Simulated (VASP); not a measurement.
# GaP (F-43m) in VASP: notebook

The runs below take GaP through single point, with r2SCAN+D3(BJ).

All numbers are computed with VASP 6.6.1; they aren't measurements. Logs are shortened: lines on timing, memory, paths and dates and some standing lists are left out, and cuts for length are marked.

**Measured values to compare with.**

“Stacking defects in GaP nanowires: Electronic structure and optical properties”, 2018, arxiv:1810.01194 quotes, for a bulk crystal of GaP at 10 K: band gap 2.34 eV (indirect).

The runs below are set against these values where they give the same quantity.

### 1 The cell of the first run

It takes space group F-43m (No. 216, cubic). Conventional cell: a = 5.451 Å, b = 5.451 Å, c = 5.451 Å, α = 90.00°, β = 90.00°, γ = 90.00°. Ga (site symmetry -43m) has 4 P at 2.36 Å within 3.1 Å. P (site symmetry -43m) has 4 Ga at 2.36 Å within 3.1 Å.

### 2 Single point, r2SCAN+D3(BJ)

POSCAR

```
GaP
1.0
    0.0000000000      2.7252500000      2.7252500000
    2.7252500000      0.0000000000      2.7252500000
    2.7252500000      2.7252500000      0.0000000000
Ga P
1 1
Direct
    0.0000000000      0.0000000000      0.0000000000
    0.2500000000      0.2500000000      0.2500000000
```

INCAR.step1

```
SYSTEM = GaP
PREC     = Accurate       ! precision mode
ENCUT    = 550            ! plane-wave cutoff, eV
ISMEAR   = 0              ! smearing method
SIGMA    = 0.01           ! smearing width, eV
LREAL    = .FALSE.        ! projectors in reciprocal space
LASPH    = .TRUE.         ! aspherical terms in the spheres
NELM     = 120            ! most SCF steps
NBANDS   = 16             ! bands
GGA      = PE             ! functional
ALGO     = Normal         ! electronic algorithm
EDIFF    = 1E-5           ! SCF threshold, eV
LWAVE    = .TRUE.         ! write WAVECAR
LCHARG   = .FALSE.        ! write CHGCAR
GGA_COMPAT= .FALSE.
```

INCAR.step2

```
SYSTEM = GaP
PREC     = Accurate       ! precision mode
ENCUT    = 550            ! plane-wave cutoff, eV
EDIFF    = 1E-6           ! SCF threshold, eV
ISMEAR   = 0              ! smearing method
SIGMA    = 0.01           ! smearing width, eV
LREAL    = .FALSE.        ! projectors in reciprocal space
LASPH    = .TRUE.         ! aspherical terms in the spheres
NELM     = 120            ! most SCF steps
ALGO     = Normal         ! electronic algorithm
ISIF     = 2              ! what is computed and relaxed
LWAVE    = .FALSE.        ! write WAVECAR
LCHARG   = .FALSE.        ! write CHGCAR
METAGGA  = R2SCAN         ! meta-GGA
LMIXTAU  = .TRUE.       
IVDW     = 12             ! dispersion correction
VDW_S6   = 1.0          
VDW_S8   = 0.78981345   
VDW_A1   = 0.49484001   
VDW_A2   = 5.73083694   
NBANDS   = 16             ! bands
ISTART   = 1            
GGA_COMPAT= .FALSE.
```

KPOINTS

```
Automatic mesh
0
G
  6 6 6
  0 0 0
```

Potentials or basis: VASP PAW PBE potentials, release 64 (Ga_d, P).

Command:

```bash
$ cat potpaw_PBE.64/Ga_d/POTCAR potpaw_PBE.64/P/POTCAR > POTCAR
$ cp INCAR.step1 INCAR
$ mpirun -np 1 vasp_std > vasp.out
$ cp INCAR.step2 INCAR
$ mpirun -np 1 vasp_std > vasp.out
```

OUTCAR:

```text
SYSTEM = GaP
   PREC = Accurate
   ENCUT = 550
   EDIFF = 1E-6
   ISMEAR = 0
   LREAL = .FALSE.
   LASPH = .TRUE.
   NELM = 120
   ISIF = 2
   METAGGA = R2SCAN
   IVDW = 12
   ISTART = 1
 IVDW          = 12

 ion  position               nearest neighbor table
   1  0.000  0.000  0.000-   2 2.36   2 2.36   2 2.36   2 2.36
   2  0.250  0.250  0.250-   1 2.36   1 2.36   1 2.36   1 2.36

  LATTYP: Found a face centered cubic cell.
 ALAT       =     5.4505000000

  Lattice vectors:

 A1 = (   0.0000000000,   2.7252500000,   2.7252500000)
 A2 = (   2.7252500000,   0.0000000000,   2.7252500000)
 A3 = (   2.7252500000,   2.7252500000,   0.0000000000)

Analysis of symmetry for initial positions (statically):
=====================================================================
 Subroutine PRICEL returns:
 Original cell was already a primitive cell.

 Routine SETGRP: Setting up the symmetry group for a
 face centered cubic supercell.

 Subroutine GETGRP returns: Found 24 space group operations
 (whereof 24 operations were pure point group operations)
 out of a pool of 48 trial point group operations.

The static configuration has the point symmetry T_d .

Analysis of symmetry for dynamics (positions and initial velocities):
=====================================================================
 Subroutine PRICEL returns:
 Original cell was already a primitive cell.

 Routine SETGRP: Setting up the symmetry group for a
 face centered cubic supercell.

 Subroutine GETGRP returns: Found 24 space group operations
 (whereof 24 operations were pure point group operations)
 out of a pool of 48 trial point group operations.

The dynamic configuration has the point symmetry T_d .

 Subroutine INISYM returns: Found 24 space group operations
 (whereof 24 operations are pure point group operations),
 and found     1 'primitive' translations

----------------------------------------------------------------------------------------

                                     Primitive cell

  volume of cell :      40.4808

  direct lattice vectors                    reciprocal lattice vectors
     0.000000000  2.725250000  2.725250000    -0.183469406  0.183469406  0.183469406
     2.725250000  0.000000000  2.725250000     0.183469406 -0.183469406  0.183469406
     2.725250000  2.725250000  0.000000000     0.183469406  0.183469406 -0.183469406

  length of vectors
     3.854085511  3.854085511  3.854085511     0.317778334  0.317778334  0.317778334

  position of ions in fractional coordinates (direct lattice)
     0.000000000  0.000000000  0.000000000
     0.250000000  0.250000000  0.250000000

  ion indices of the primitive-cell ions
   primitive index   ion index
                 1           1
                 2           2

----------------------------------------------------------------------------------------

 KPOINTS: Automatic mesh

Automatic generation of k-mesh.
 Grid dimensions read from file:
 generate k-points for:    6    6    6

 Generating k-lattice:

  Cartesian coordinates                     Fractional coordinates (reciprocal lattice)
    -0.030578234  0.030578234  0.030578234     0.166666667  0.000000000  0.000000000
     0.030578234 -0.030578234  0.030578234     0.000000000  0.166666667  0.000000000
     0.030578234  0.030578234 -0.030578234     0.000000000  0.000000000  0.166666667

  Length of vectors
     0.052963056  0.052963056  0.052963056

  Shift w.r.t. Gamma in fractional coordinates (k-lattice)
     0.000000000  0.000000000  0.000000000

 Subroutine IBZKPT returns following result:
 ===========================================

 Found     16 irreducible k-points:

 Following reciprocal coordinates:
            Coordinates               Weight
  0.000000  0.000000  0.000000      1.000000
  0.166667  0.000000  0.000000      8.000000
  0.333333  0.000000  0.000000      8.000000
  0.500000  0.000000  0.000000      4.000000
  0.166667  0.166667  0.000000      6.000000
  0.333333  0.166667  0.000000     24.000000
[... 8 lines left out ...]
 -0.333333  0.333333  0.166667     24.000000
 -0.333333  0.500000  0.166667     12.000000
   k-points           NKPTS =     16   k-points in BZ     NKDIM =     16   number of bands    NBANDS=     16
   number of dos      NEDOS =    301   number of ions     NIONS =      2
   total plane-waves  NPLWV =  27000
   dimension x,y,z NGX =    30 NGY =   30 NGZ =   30
   dimension x,y,z NGXF=    60 NGYF=   60 NGZF=   60
   ions per type =               1   1
   NGX,Y,Z   is equivalent  to a cutoff of  12.94, 12.94, 12.94 a.u.
   NGXF,Y,Z  is equivalent  to a cutoff of  25.88, 25.88, 25.88 a.u.
 SYSTEM =  GaP
   PREC   = accura    normal or accurate (medium, high low for compatibility)
   ISTART =      1    job   : 0-new  1-cont  2-samecut
   ICHARG =      0    charge: 1-file 2-atom 10-const
   ISPIN  =      1    spin polarized calculation?
   LNONCOLLINEAR =      F non collinear calculations
   LSORBIT =      F    spin-orbit coupling
   LASPH  =      T    aspherical Exc in radial PAW
   ENCUT  =  550.0 eV  40.42 Ry    6.36 a.u.   7.37  7.37  7.37*2*pi/ulx,y,z
   NELM   =    120;   NELMIN=  2; NELMDL=  0     # of ELM steps
   EDIFF  = 0.1E-05   stopping-criterion for ELM
   LREAL  =      F    real-space projection
   EDIFFG = 0.1E-04   stopping-criterion for IOM
   NSW    =      0    number of steps for IOM
   IBRION =     -1    ionic relax: 0-MD 1-quasi-New 2-CG
   NFREE  =      0    steps in history (QN), initial steepest desc. (CG)
   ISIF   =      2    stress and relaxation
   ISYM   =      2    0-nonsym 1-usesym 2-fastsym
   POTIM  = 0.5000    time-step for ionic-motion
   TEBEG  =    0.0;   TEEND  =   0.0 temperature during run
   PSTRESS=    0.0 pullay stress
   NELECT =      18.0000    total number of electrons
   NUPDOWN=      -1.0000    fix difference up-down
   EMIN   =  10.00;   EMAX   =-10.00  energy-range for DOS
   EFERMI =   0.00;   METHOD = LEGACY
   ISMEAR =     0;   SIGMA  =   0.01  broadening in eV -4-tet -1-fermi 0-gaus
   EFERMI_NEDOS =   21; number of points for ismear=-14 and -15
   IALGO  =     38    algorithm
   IMIX   =      4    mixing-type and parameters
     AMIX     =   0.40;   BMIX     =  1.00
     AMIX_MAG =   1.60;   BMIX_MAG =  1.00
  volume/ion in A,a.u.               =      20.24       136.59
  Fermi-wavevector in a.u.,A,eV,Ry     =   1.249538  2.361284 21.243377  1.561344
  Thomas-Fermi vector in A             =   2.383574
   LORBIT       =      0    0 simple, 1 ext, 2 COOP (PROOUT), +10 PAW based schemes
   METAGGA = R2SCAN    functional components
   LHFCALC =     F    Hartree Fock is set to
   AEXX    =    0.0000 exact exchange contribution
   IVDW    =    12    specifies the selected vdW correction
   LEPSILON=     F    determine dielectric tensor
   LRPA    =     F    only Hartree local field effects (RPA)
 non-spin polarized calculation
 Gauss-broadening in eV      SIGMA  =   0.01
  energy-cutoff  :      550.00
  volume of cell :       40.48
 maximum number of plane-waves:      1243
 NGX is ok and might be reduce to    30
   NGX = 15   NGY = 15   NGZ = 15

 number of electron      17.9999989 magnetization

 Free energy of the ion-electron system (eV)
  ---------------------------------------------------
  ext. energy  EPLUGINS =         0.00000000
  ---------------------------------------------------
  free energy    TOTEN  =       -21.45094645 eV

  energy without entropy =      -21.45094645  energy(sigma->0) =      -21.45094645

 E-fermi :   4.5164     XC(G=0): -10.5467

 val. band max:        4.4673330608   @ k =   0.0000   0.0000   0.0000
 cond. band min:       6.3764305283   @ k =   0.5000   0.5000   0.0000
 fundamental gap:      1.9090974675
 Fermi energy:         4.5163988793

 k-point     1 :       0.0000    0.0000    0.0000
  band No.  band energies     occupation
      1     -10.5282      2.00000
      2     -10.5282      2.00000
      3     -10.5282      2.00000
      4     -10.4147      2.00000
      5     -10.4147      2.00000
      6      -8.5545      2.00000
[... 8 lines left out ...]
     15      14.7375      0.00000
     16      14.7375      0.00000

 k-point     2 :       0.1667    0.0000    0.0000
  band No.  band energies     occupation
      1     -10.5551      2.00000
      2     -10.5198      2.00000
      3     -10.5198      2.00000
      4     -10.4145      2.00000
      5     -10.4145      2.00000
      6      -8.1792      2.00000
[... 8 lines left out ...]
     15      13.9114      0.00000
     16      15.1898      0.00000

 k-point     3 :       0.3333    0.0000    0.0000
  band No.  band energies     occupation
      1     -10.6006      2.00000
      2     -10.5059      2.00000
      3     -10.5059      2.00000
      4     -10.4109      2.00000
      5     -10.4109      2.00000
      6      -7.1869      2.00000
[... 8 lines left out ...]
     15      14.6454      0.00000
     16      14.8022      0.00000

 k-point     4 :       0.5000    0.0000    0.0000
  band No.  band energies     occupation
      1     -10.6207      2.00000
      2     -10.5008      2.00000
      3     -10.5008      2.00000
      4     -10.4072      2.00000
      5     -10.4072      2.00000
      6      -6.3926      2.00000
[... 8 lines left out ...]
     15      16.7950      0.00000
     16      16.7950      0.00000

 k-point     5 :       0.1667    0.1667    0.0000
  band No.  band energies     occupation
      1     -10.5703      2.00000
      2     -10.5114      2.00000
      3     -10.5114      2.00000
      4     -10.4224      2.00000
      5     -10.4088      2.00000
      6      -8.0549      2.00000
[... 8 lines left out ...]
     15      15.1934      0.00000
     16      16.0359      0.00000

 k-point     6 :       0.3333    0.1667    0.0000
  band No.  band energies     occupation
      1     -10.6048      2.00000
      2     -10.4991      2.00000
      3     -10.4957      2.00000
      4     -10.4262      2.00000
      5     -10.4042      2.00000
      6      -7.2566      2.00000
[... 8 lines left out ...]
     15      15.7640      0.00000
     16      16.8008      0.00000
[... 115 lines left out ...]
 k-point    13 :       0.5000    0.5000    0.0000
  band No.  band energies     occupation
      1     -10.6586      2.00000
      2     -10.4581      2.00000
      3     -10.4581      2.00000
      4     -10.4522      2.00000
      5     -10.3913      2.00000
      6      -5.4567      2.00000
[... 8 lines left out ...]
     15      17.5012      0.00000
     16      18.1447      0.00000

 k-point    14 :       0.5000    0.3333    0.1667
  band No.  band energies     occupation
      1     -10.6265      2.00000
      2     -10.4903      2.00000
      3     -10.4792      2.00000
      4     -10.4295      2.00000
      5     -10.4030      2.00000
      6      -6.3771      2.00000
[... 8 lines left out ...]
     15      16.9936      0.00000
     16      18.5245      0.00000

 k-point    15 :      -0.3333    0.3333    0.1667
  band No.  band energies     occupation
      1     -10.6337      2.00000
      2     -10.4896      2.00000
      3     -10.4718      2.00000
      4     -10.4261      2.00000
      5     -10.4063      2.00000
      6      -5.7007      2.00000
[... 8 lines left out ...]
     15      17.6895      0.00000
     16      18.0016      0.00000

 k-point    16 :      -0.3333    0.5000    0.1667
  band No.  band energies     occupation
      1     -10.6449      2.00000
      2     -10.4780      2.00000
      3     -10.4625      2.00000
      4     -10.4371      2.00000
      5     -10.4004      2.00000
      6      -5.3861      2.00000
[... 8 lines left out ...]
     15      17.0482      0.00000
     16      18.8538      0.00000

------------------------ aborting loop because EDIFF is reached ----------------------------------------

 Edisp (eV)   -0.29848

 E8    (eV) :    -0.0980

  FORCE on cell =-STRESS in cart. coord.  units (eV):
  Direction    XX          YY          ZZ          XY          YZ          ZX
  --------------------------------------------------------------------------------------
  -------------------------------------------------------------------------------------
  Total      -0.29590    -0.29590    -0.29590    -0.00000     0.00000     0.00000
  in kB     -11.71127   -11.71127   -11.71127    -0.00000     0.00000     0.00000
  external pressure =      -11.71 kB  Pullay stress =        0.00 kB

 VOLUME and BASIS-vectors are now :
 -----------------------------------------------------------------------------
  energy-cutoff  :      550.00
  volume of cell :       40.48
      direct lattice vectors                 reciprocal lattice vectors
     0.000000000  2.725250000  2.725250000    -0.183469406  0.183469406  0.183469406
     2.725250000  0.000000000  2.725250000     0.183469406 -0.183469406  0.183469406
     2.725250000  2.725250000  0.000000000     0.183469406  0.183469406 -0.183469406

 POSITION                                       TOTAL-FORCE (eV/Angst)
 -----------------------------------------------------------------------------------
      0.00000      0.00000      0.00000        -0.000000     -0.000000     -0.000000
      1.36262      1.36262      1.36262         0.000000      0.000000      0.000000
 -----------------------------------------------------------------------------------
    total drift:                               -0.000002     -0.000002     -0.000002

  FREE ENERGIE OF THE ION-ELECTRON SYSTEM (eV)
  ---------------------------------------------------
  free  energy   TOTEN  =       -21.7494292808 eV

  energy  without entropy=      -21.7494292808  energy(sigma->0) =      -21.74942928
```

Wall time 27 s (1 thread of Intel Xeon 6975P-C (Granite Rapids), shared host); peak memory 0.18 GiB.

Results:

| Property | Result |
| --- | --- |
| Free energy | -21.7494 eV |
| Pressure | -1.2 GPa |
| Band gap on the k mesh | 1.91 eV, indirect (least direct gap 2.34 eV) |
| Dispersion energy per atom | -0.149 eV |

Caveat: three body term missing; the PAW data sets were made with another functional, which shifts forces and pressure a little.

### 3 Single point, r2SCAN+D3(BJ)

POSCAR is that of step 2.

INCAR.step1

```
  PREC = Accurate
  ENCUT = 550
  ISMEAR = 0
  SIGMA = 0.01
  LREAL = F
  LASPH = T
  NELM = 120
  NBANDS = 16
  GGA = PE
  ALGO = Normal
  EDIFF = 1E-5
  LWAVE = T
  LCHARG = F
  GGA_COMPAT = F
```

INCAR.step2

```
  PREC = Accurate
  ENCUT = 550
  EDIFF = 1E-6
  ISMEAR = 0
  SIGMA = 0.01
  LREAL = F
  LASPH = T
  NELM = 120
  ALGO = Normal
  ISIF = 2
  LWAVE = F
  LCHARG = T
  METAGGA = R2SCAN
  LMIXTAU = T
  IVDW = 12
  VDW_S6 = 1.0
  VDW_S8 = 0.78981345
  VDW_A1 = 0.49484001
  VDW_A2 = 5.73083694
  LELF = T
  LVHAR = T
  NBANDS = 16
  ISTART = 1
  GGA_COMPAT = F
```

KPOINTS

```
regular mesh
0
Gamma
  6 6 6
```

Potentials or basis: VASP PAW PBE potentials, release 64 (Ga_d, P).

Command:

```bash
$ cat potpaw_PBE.64/Ga_d/POTCAR potpaw_PBE.64/P/POTCAR > POTCAR
$ cp INCAR.step1 INCAR
$ mpirun -np 1 vasp_std > vasp.out
$ cp INCAR.step2 INCAR
$ mpirun -np 1 vasp_std > vasp.out
```

It took 28 s on 1 thread of Intel Xeon 6975P-C (Granite Rapids), shared host; peak memory 0.18 GiB.

Results (log left out):

```
Free energy                : -21.7494 eV
Pressure                   : -1.2 GPa
Band gap on the k mesh     : 1.91 eV, indirect (least direct gap 2.34 eV)
Dispersion energy per atom : -0.149 eV
```

Levels at points of the mesh, in eV from the valence-band top:
| k point | band 6 | band 7 | band 8 | band 9 | band 10 | band 11 | band 12 | band 13 |
| --- | --- | --- | --- | --- | --- | --- | --- | --- |
| (0.00, 0.00, 0.00) | -13.02 | 0.00 | 0.00 | 0.00 | 2.34 | 4.19 | 4.19 | 4.19 |
| (0.50, 0.00, 0.00) | -10.86 | -6.85 | -1.17 | -1.17 | 2.04 | 5.05 | 5.05 | 8.83 |
| (0.50, 0.50, 0.00) | -9.92 | -6.96 | -2.80 | -2.80 | 1.91 | 2.10 | 11.35 | 11.35 |

Caveat: three body term missing; the PAW data sets were made with another functional, which shifts forces and pressure a little.

### 4 Against experiment

Step 2. A measured gap of GaP is 2.34 eV (indirect; 10 K; quoted in “Stacking defects in GaP nanowires: Electronic structure and optical properties”, 2018, arxiv:1810.01194); the calculated 1.91 eV misses it by -0.43 eV. Spin-orbit coupling on Ga is left out. The value is that of r2SCAN+D3(BJ) on a finite k mesh, which can miss the band edges, without temperature or zero-point motion.

Step 3. Against the measured gap of GaP, 2.34 eV (indirect; 10 K; quoted in “Stacking defects in GaP nanowires: Electronic structure and optical properties”, 2018, arxiv:1810.01194), the calculated 1.91 eV is off by -0.43 eV. Spin-orbit coupling on Ga is left out. The value is that of r2SCAN+D3(BJ) on a finite k mesh, which can miss the band edges, without temperature or zero-point motion.
